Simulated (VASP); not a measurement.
# SiC3 (P1) in VASP: settings compared

SiC3 is run at these levels: PBEsol, r2SCAN; tasks: single point.

Program: VASP 6.6.1. These are calculated values, not measurements. Logs are shortened: lines on timing, memory, paths and dates and some standing lists are left out, and cuts for length are marked.

**1. The cell of the first run**

The typed cell holds 32 atoms: a = 5.619 Å, b = 5.619 Å, c = 8.218 Å, α = 90.00°, β = 90.00°, γ = 90.00°.

**2. Single point, PBEsol**

Contents of INCAR:

```
PREC = Accurate
ENCUT = 520
EDIFF = 1E-7
ISMEAR = -1
SIGMA = 0.086
LREAL = Auto
LASPH = T
NELM = 80
ALGO = Normal
ISIF = 2
LWAVE = F
LCHARG = T
GGA = PS
LELF = T
LVHAR = T
NBANDS = 86
```

Contents of KPOINTS:

```
regular mesh
0
Gamma
  2 2 2
```

Contents of POSCAR:

```
SiC3
1.0
    5.6189370000      0.0000000000      0.0000000000
    0.0000000000      5.6189370000      0.0000000000
    0.0000000000      0.0000000000      8.2183130000
C Si
24 8
Direct
    0.2202425477     -0.0098906608      0.3959414785
    0.2229421686      0.2503562507      0.0019939615
   -0.0191397412      0.2474099638      0.1046509180
    0.2255374994     -0.0022009501      0.8937609215
    0.2404333773      0.2475138981      0.5070861867
   -0.0036656400      0.2681654911      0.6137976249
    0.2430756921      0.5016824357      0.4158021239
    0.2268037531      0.7306050949      0.0064650738
   -0.0165935301      0.7725023434      0.1015570957
    0.2011216712      0.4984225664      0.9043369363
    0.2246179304      0.7631854566      0.5009233647
   -0.0305860343      0.7644625665      0.6058804283
    0.7094703144     -0.0118171818      0.3969739288
    0.7268346308      0.2504859905     -0.0156095296
    0.4918980227      0.2590854818      0.0942420908
    0.7263496636     -0.0026665186      0.8967866033
    0.7061677324      0.2421409957      0.4910195073
    0.4785759299      0.2689679560      0.6176031504
    0.7348966539      0.4903297545      0.3958084828
    0.7296623899      0.7565902590      0.0039747817
    0.4768490909      0.7376582083      0.1098145082
    0.7176960696      0.5126297020      0.8890462069
    0.7220908510      0.7483301557      0.4998170549
    0.4732176211      0.7899300170      0.6074115211
   -0.0346668774      0.0043406787      0.2627573323
   -0.0245516189     -0.0033189552      0.7514127291
   -0.0387646275      0.5175647992      0.2478827467
   -0.0290926914      0.5163611907      0.7513398431
    0.4663723761      0.0001098072      0.2563944693
    0.4789185214      0.0134315441      0.7511657198
    0.4888013516      0.5005092600      0.2527107449
    0.4568002809      0.5199999573      0.7650908404
```

Potentials or basis: VASP PAW PBE potentials, release 64 (C, Si).

On the command line:

```bash
cat potpaw_PBE.64/C/POTCAR potpaw_PBE.64/Si/POTCAR > POTCAR
mpirun -np 1 vasp_std > vasp.out
```

OUTCAR:

```text
PREC = Accurate
   ENCUT = 520
   EDIFF = 1E-7
   ISMEAR = -1
   LREAL = Auto
   LASPH = T
   NELM = 80
   ISIF = 2
   GGA = PS

 ion  position               nearest neighbor table
   1  0.220  0.990  0.396-  11 1.54   5 1.71  29 1.80  25 1.80
   2  0.223  0.250  0.002-   3 1.60  10 1.61   4 1.67  15 1.69
   3  0.981  0.247  0.105-   2 1.60  14 1.74  25 1.89  27 1.92
   4  0.226  0.998  0.894-   2 1.67   8 1.76  26 1.83  30 1.85
   5  0.240  0.248  0.507-   7 1.61  18 1.62   6 1.63   1 1.71
   6  0.996  0.268  0.614-   5 1.63  28 1.80  26 1.90  17 1.92
[... 16 lines left out ...]
  23  0.722  0.748  0.500-  13 1.59  12 1.64  24 1.67  19 1.68
  24  0.473  0.790  0.607-  11 1.66  23 1.67  30 1.72  32 2.00
  25  0.965  0.004  0.263-   1 1.80  13 1.81   9 1.86   3 1.89  27 2.74  29 2.80  29 2.82  27 2.89

  26  0.975  0.997  0.751-  12 1.77   4 1.83  16 1.84   6 1.90  28 2.70  30 2.79  30 2.83  28 2.92

  27  0.961  0.518  0.248-  19 1.77   9 1.87   3 1.92   7 2.10  31 2.66  25 2.74  25 2.89  31 2.97

  28  0.971  0.516  0.751-   6 1.80  10 1.81  22 1.82  12 1.84  26 2.70  32 2.73  32 2.89  26 2.92

  29  0.466  0.000  0.256-  13 1.79   1 1.80  21 1.91  15 1.98  25 2.80  31 2.81  31 2.81  25 2.82

  30  0.479  0.013  0.751-  24 1.72  18 1.81  16 1.84   4 1.85  32 2.78  26 2.79  26 2.83  32 2.85

  31  0.489  0.501  0.253-  21 1.78  19 1.82  15 1.88   7 1.92  27 2.66  29 2.81  29 2.81  27 2.97

  32  0.457  0.520  0.765-  22 1.79  10 1.84  18 1.86  24 2.00  28 2.73  30 2.78  30 2.85  28 2.89

  LATTYP: Found a simple tetragonal cell.
 ALAT       =     5.6189370000
 C/A-ratio  =     1.4626099207

  Lattice vectors:

 A1 = (   5.6189370000,   0.0000000000,   0.0000000000)
 A2 = (   0.0000000000,   5.6189370000,   0.0000000000)
 A3 = (   0.0000000000,   0.0000000000,   8.2183130000)

Analysis of symmetry for initial positions (statically):
=====================================================================
 Subroutine PRICEL returns:
 Original cell was already a primitive cell.

 Routine SETGRP: Setting up the symmetry group for a
 simple tetragonal supercell.

 Subroutine GETGRP returns: Found  1 space group operations
 (whereof  1 operations were pure point group operations)
 out of a pool of 16 trial point group operations.

The static configuration has the point symmetry C_1 .

Analysis of symmetry for dynamics (positions and initial velocities):
=====================================================================
 Subroutine PRICEL returns:
 Original cell was already a primitive cell.

 Routine SETGRP: Setting up the symmetry group for a
 simple tetragonal supercell.

 Subroutine GETGRP returns: Found  1 space group operations
 (whereof  1 operations were pure point group operations)
 out of a pool of 16 trial point group operations.

The dynamic configuration has the point symmetry C_1 .

 Subroutine INISYM returns: Found  1 space group operations
 (whereof  1 operations are pure point group operations),
 and found     1 'primitive' translations

----------------------------------------------------------------------------------------

                                     Primitive cell

  volume of cell :     259.4723

  direct lattice vectors                    reciprocal lattice vectors
     5.618937000  0.000000000  0.000000000     0.177969605  0.000000000  0.000000000
     0.000000000  5.618937000  0.000000000     0.000000000  0.177969605  0.000000000
     0.000000000  0.000000000  8.218313000     0.000000000  0.000000000  0.121679474

  length of vectors
     5.618937000  5.618937000  8.218313000     0.177969605  0.177969605  0.121679474

  position of ions in fractional coordinates (direct lattice)
     0.220242548  0.990109339  0.395941478
     0.222942169  0.250356251  0.001993961
     0.980860259  0.247409964  0.104650918
     0.225537499  0.997799050  0.893760921
     0.240433377  0.247513898  0.507086187
     0.996334360  0.268165491  0.613797625
[... 24 lines left out ...]
     0.488801352  0.500509260  0.252710745
     0.456800281  0.519999957  0.765090840

  ion indices of the primitive-cell ions
   primitive index   ion index
                 1           1
                 2           2
                 3           3
                 4           4
                 5           5
                 6           6
[... 24 lines left out ...]
                31          31
                32          32

----------------------------------------------------------------------------------------

 KPOINTS: regular mesh

Automatic generation of k-mesh.
 Grid dimensions read from file:
 generate k-points for:    2    2    2

 Generating k-lattice:

  Cartesian coordinates                     Fractional coordinates (reciprocal lattice)
     0.088984803  0.000000000  0.000000000     0.500000000  0.000000000  0.000000000
     0.000000000  0.088984803  0.000000000     0.000000000  0.500000000  0.000000000
[... 43 lines left out ...]
   EDIFFG = 0.1E-05   stopping-criterion for IOM
   NSW    =      0    number of steps for IOM
   IBRION =     -1    ionic relax: 0-MD 1-quasi-New 2-CG
   NFREE  =      0    steps in history (QN), initial steepest desc. (CG)
   ISIF   =      2    stress and relaxation
   ISYM   =      2    0-nonsym 1-usesym 2-fastsym
   POTIM  = 0.5000    time-step for ionic-motion
   TEBEG  =    0.0;   TEEND  =   0.0 temperature during run
   PSTRESS=    0.0 pullay stress
   NELECT =     128.0000    total number of electrons
   NUPDOWN=      -1.0000    fix difference up-down
   EMIN   =  10.00;   EMAX   =-10.00  energy-range for DOS
   EFERMI =   0.00;   METHOD = LEGACY
   ISMEAR =    -1;   SIGMA  =   0.09  broadening in eV -4-tet -1-fermi 0-gaus
   EFERMI_NEDOS =   21; number of points for ismear=-14 and -15
   IALGO  =     38    algorithm
   IMIX   =      4    mixing-type and parameters
     AMIX     =   0.40;   BMIX     =  1.00
     AMIX_MAG =   1.60;   BMIX_MAG =  1.00
  volume/ion in A,a.u.               =       8.11        54.72
  Fermi-wavevector in a.u.,A,eV,Ry     =   1.293544  2.444443 22.766026  1.673256
  Thomas-Fermi vector in A             =   2.425183
   LORBIT       =      0    0 simple, 1 ext, 2 COOP (PROOUT), +10 PAW based schemes
   GGA     = PS    functional components
   LHFCALC =     F    Hartree Fock is set to
   AEXX    =    0.0000 exact exchange contribution
   IVDW    =     0    specifies the selected vdW correction
   LEPSILON=     F    determine dielectric tensor
   LRPA    =     F    only Hartree local field effects (RPA)
 non-spin polarized calculation
  energy-cutoff  :      520.00
  volume of cell :      259.47
 maximum number of plane-waves:      7019
 NGX is ok and might be reduce to    42
   NGX = 21   NGY = 21   NGZ = 31

 number of electron     128.0000001 magnetization

 Free energy of the ion-electron system (eV)
  ---------------------------------------------------
  ext. energy  EPLUGINS =         0.00000000
  ---------------------------------------------------
  free energy    TOTEN  =      -259.21796939 eV

  energy without entropy =     -259.21452525  energy(sigma->0) =     -259.21624732

 E-fermi :   9.9273     XC(G=0): -12.2055

 val. band max:        9.5334988166   @ k =   0.0000   0.0000   0.0000
 cond. band min:      10.2949125667   @ k =   0.0000   0.0000   0.0000
 fundamental gap:      0.7614137501
 Fermi energy:         9.9273383846

 k-point     1 :       0.0000    0.0000    0.0000
  band No.  band energies     occupation
      1      -9.4872      2.00000
      2      -8.5153      2.00000
      3      -6.7112      2.00000
      4      -6.5335      2.00000
      5      -6.3725      2.00000
      6      -6.0968      2.00000
[... 68 lines left out ...]
     75      13.4196      0.00000
     76      13.5757      0.00000

 k-point     2 :       0.5000    0.0000    0.0000
  band No.  band energies     occupation
      1      -8.6372      2.00000
      2      -8.5353      2.00000
      3      -7.7287      2.00000
      4      -7.6291      2.00000
      5      -5.7778      2.00000
      6      -5.6720      2.00000
[... 466 lines left out ...]
 k-point     8 :       0.5000    0.5000    0.5000
  band No.  band energies     occupation
      1      -7.7005      2.00000
      2      -7.6296      2.00000
      3      -7.5317      2.00000
      4      -7.3731      2.00000
      5      -7.2869      2.00000
      6      -7.2095      2.00000
[... 68 lines left out ...]
     75      14.4191      0.00000
     76      14.4886      0.00000
 [bands above 76 left out]

------------------------ aborting loop because EDIFF is reached ----------------------------------------

  FORCE on cell =-STRESS in cart. coord.  units (eV):
  Direction    XX          YY          ZZ          XY          YZ          ZX
  --------------------------------------------------------------------------------------
  -------------------------------------------------------------------------------------
  Total       -2.8293120     -8.7382785     -2.6574780     -0.1886464     -0.6135536      1.4457113
  in kB      -17.4703024    -53.9567100    -16.4092696     -1.1648448     -3.7885416      8.9269101
  external PRESSURE =     -29.2787606 kB  Pullay stress =       0.0000000 kB

 VOLUME and BASIS-vectors are now :
 -----------------------------------------------------------------------------
  energy-cutoff  :      520.00
  volume of cell :      259.47
      direct lattice vectors                 reciprocal lattice vectors
     5.618937000  0.000000000  0.000000000     0.177969605  0.000000000  0.000000000
     0.000000000  5.618937000  0.000000000     0.000000000  0.177969605  0.000000000
     0.000000000  0.000000000  8.218313000     0.000000000  0.000000000  0.121679474

 POSITION                                       TOTAL-FORCE (eV/Angst)
 -----------------------------------------------------------------------------------
      1.23753      5.56336      3.25397        -0.104124      1.812653      0.577353
      1.25270      1.40674      0.01639         0.196452     -0.522959     -0.069341
      5.51139      1.39018      0.86005        -0.751996      1.652122      1.166136
      1.26728      5.60657      7.34521         0.468653     -0.281522      0.061931
      1.35098      1.39077      4.16739        -1.483106      1.671170      1.111641
      5.59834      1.50681      5.04438        -0.820364     -2.595421     -0.287939
[... 24 lines left out ...]
      2.74654      2.81233      2.07686        -2.066714     -1.145800      0.408814
      2.56673      2.92185      6.28776         0.417015      0.640323     -2.530302
 -----------------------------------------------------------------------------------
    total drift:                               -0.006444      0.007494      0.004496

  FREE ENERGIE OF THE ION-ELECTRON SYSTEM (eV)
  ---------------------------------------------------
  free  energy   TOTEN  =      -259.2179693881 eV

  energy  without entropy=     -259.2145252475  energy(sigma->0) =     -259.21624732
```

Run time: 5.6 min. Hardware: 1 thread of Intel Xeon 6975P-C, shared host; peak memory 0.38 GiB.

What came out:

* Free energy: -259.2180 eV
* Pressure: -2.9 GPa
* Largest force: 4.930 eV/Å
* Band gap on the k mesh: 0.76 eV, direct

Forces in eV/Å, atoms in the order of the input:
```
C   -0.104  1.813  0.577
C    0.196 -0.523 -0.069
C   -0.752  1.652  1.166
C    0.469 -0.282  0.062
C   -1.483  1.671  1.112
C   -0.820 -2.595 -0.288
C   -1.124  0.245 -4.490
C   -0.155  2.429 -0.099
C   -1.165 -2.124  2.045
C    1.896 -0.094 -0.450
C    0.396 -1.487  1.434
C    0.291 -0.944 -0.794
C    0.977  0.846  0.206
C    0.289  0.067  2.549
C   -1.487 -1.505  2.421
C   -0.186  0.408 -1.111
C    1.876  1.427  2.707
C    0.061 -0.202 -1.847
C   -1.631  0.486  0.760
C   -0.352  0.028 -0.573
C    0.090  2.508  0.013
C    0.568 -0.339  0.900
C   -0.169  0.348  1.225
C   -0.283 -4.886 -0.594
Si   0.543  0.779 -2.505
Si   0.117  2.436  0.192
Si   4.066 -1.816 -0.219
Si  -0.577 -0.617 -0.754
Si   0.223 -0.017 -3.406
Si  -0.120  0.795  1.952
Si  -2.067 -1.146  0.409
Si   0.417  0.640 -2.530
```

Caveat: the k points lie up to 0.56 Å⁻¹ apart; the PAW data sets were made with another functional, which shifts forces and pressure a little.

**3. Single point, r2SCAN**

This run uses another cell than the first one, of 8.05 Å³/atom, 0.992 times its volume.

Contents of POSCAR:

```
SiC3
1.0
    5.6044820000      0.0000000000      0.0000000000
    0.0000000000      5.6044820000      0.0000000000
    0.0000000000      0.0000000000      8.1971720000
C Si
24 8
Direct
    0.2536509172      0.0062046769      0.4017191539
    0.2253084228      0.2723600504     -0.0111016336
   -0.0124286241      0.2535210212      0.1037291886
    0.2416176910     -0.0087017855      0.8725644649
    0.2576404028      0.2537627920      0.5069700868
   -0.0001115179      0.2518314806      0.6078285292
    0.2558100820      0.4741531867      0.3879944205
    0.2518345139      0.7580609591     -0.0128666325
    0.0093980139      0.7405610367      0.1075413569
    0.2437923790      0.5088236522      0.8925392806
    0.2667099297      0.7297314899      0.4974486323
    0.0089681794      0.7374515611      0.6038441062
    0.7520455949     -0.0121122701      0.3830305135
    0.7401943659      0.2480669935      0.0092957669
    0.4976920258      0.2634084649      0.1021302225
    0.7461972400     -0.0039320315      0.8970888985
    0.7484573953      0.2500184674      0.5098070408
    0.5113336076      0.2521251741      0.6065224690
    0.7505400142      0.5071089532      0.4031108534
    0.7453291847      0.7490827877      0.0044584889
    0.4979020363      0.7586194407      0.1080837391
    0.7418835496      0.5006382392      0.8995321801
    0.7581212679      0.7529443399      0.5000867372
    0.5081691760      0.7472010794      0.6124853791
    0.0221219374     -0.0106066894      0.2444018498
   -0.0037250543     -0.0104218374      0.7426595416
   -0.0076431684      0.4901996295      0.2536336922
   -0.0002858427      0.4877619377      0.7533853139
    0.4837558583      0.0221105180      0.2475029193
    0.5110113655      0.0049990347      0.7507191505
    0.5036893686      0.5067251532      0.2532574649
    0.4994502614      0.5022027013      0.7526749469
```

Contents of INCAR.step1:

```
ALGO     = Normal         # electronic algorithm
EDIFF    = 1E-4           # SCF threshold, eV
ENCUT    = 520            # plane-wave cutoff, eV
GGA      = PE             # functional
ISMEAR   = -1             # smearing method
LASPH    = True           # aspherical terms in the spheres
LCHARG   = False          # write CHGCAR
LREAL    = Auto         
LWAVE    = True           # write WAVECAR
NBANDS   = 86             # bands
NELM     = 100            # most SCF steps
PREC     = Accurate       # precision mode
SIGMA    = 0.086          # smearing width, eV
```

Contents of INCAR.step2:

```
ALGO     = Normal         # electronic algorithm
EDIFF    = 1E-6           # SCF threshold, eV
ENCUT    = 520            # plane-wave cutoff, eV
ISIF     = 2              # what is computed and relaxed
ISMEAR   = -1             # smearing method
ISTART   = 1            
LASPH    = True           # aspherical terms in the spheres
LCHARG   = False          # write CHGCAR
LMIXTAU  = True         
LREAL    = Auto         
LWAVE    = False          # write WAVECAR
METAGGA  = R2SCAN         # meta-GGA
NBANDS   = 86             # bands
NELM     = 100            # most SCF steps
PREC     = Accurate       # precision mode
SIGMA    = 0.086          # smearing width, eV
```

Contents of KPOINTS:

```
k-points
0
Gamma
  2 2 2
```

Potentials or basis: VASP PAW PBE potentials, release 64 (C, Si).

On the command line:

```bash
cat potpaw_PBE.64/C/POTCAR potpaw_PBE.64/Si/POTCAR > POTCAR
cp INCAR.step1 INCAR
mpirun -np 1 vasp_std > vasp.out
cp INCAR.step2 INCAR
mpirun -np 1 vasp_std > vasp.out
```

Wall time 12 min (1 thread of Intel Xeon 6975P-C, shared host); peak memory 0.39 GiB.

The run converged. Its results:

```yaml
Free_energy: -290.6385 eV
Pressure: 0.2 GPa
Largest_force: 3.332 eV/Å
Band_gap_on_the_k_mesh: 1.67 eV, direct
```

Forces on the atoms (eV/Å):
```
C    0.121 -0.836 -0.903
C    1.676 -1.358  1.419
C    0.614 -1.295  0.497
C    1.370  1.141  2.815
C   -0.499 -1.440 -1.260
C   -0.052 -1.502  0.681
C   -0.576  1.696  1.254
C   -0.394 -1.170  1.835
C   -0.109  0.713 -0.575
C    0.416 -0.167 -1.047
C   -1.257  1.743  0.893
C   -0.379  0.426  0.238
C    0.241  1.109  0.690
C    0.425  0.336 -1.988
C   -0.715 -0.285  0.916
C    0.838 -0.058 -0.059
C    1.128  0.620 -2.537
C   -0.847 -0.077  1.468
C   -0.093 -0.585 -1.565
C    0.414  0.160 -0.080
C   -0.538  0.501 -0.119
C    0.838 -0.262 -0.676
C   -0.251 -0.958 -0.257
C    0.171  0.554 -1.301
Si  -2.811  1.365  1.081
Si  -0.814  0.301 -0.340
Si   0.878  0.602  0.043
Si  -1.353  1.985 -0.163
Si   2.531 -2.120  0.297
Si  -1.492 -0.672 -0.587
Si   0.198  0.026 -0.915
Si   0.323 -0.493  0.244
```

Stress tensor (GPa, compression positive):
```
 0.76  0.50  1.21
 0.50  1.65  1.21
 1.21  1.21 -1.85
```

Levels at points of the mesh, in eV from the valence-band top:
```tsv
k point	band 61	band 62	band 63	band 64	band 65	band 66	band 67	band 68
(0.00, 0.00, 0.00)	-0.79	-0.73	-0.10	0.00	1.67	1.76	1.83	2.08
(0.50, 0.00, 0.00)	-1.30	-1.15	-0.42	-0.21	2.55	2.92	2.97	3.32
(0.00, 0.50, 0.00)	-1.33	-1.23	-0.49	-0.23	2.58	2.77	2.94	3.28
(0.50, 0.50, 0.00)	-2.23	-2.20	-2.17	-2.14	2.61	2.72	2.80	2.97
(0.00, 0.00, 0.50)	-0.87	-0.81	-0.79	-0.60	1.96	2.01	3.02	3.10
(0.50, 0.00, 0.50)	-0.87	-0.86	-0.71	-0.60	2.47	2.74	2.79	2.87
(0.00, 0.50, 0.50)	-1.04	-0.92	-0.79	-0.52	2.48	2.64	2.72	2.81
(0.50, 0.50, 0.50)	-2.41	-2.37	-2.32	-2.20	3.51	3.63	3.71	3.79
```

Caveat: the k points lie up to 0.56 Å⁻¹ apart; the PAW data sets were made with another functional, which shifts forces and pressure a little. A k mesh can miss the band edges.
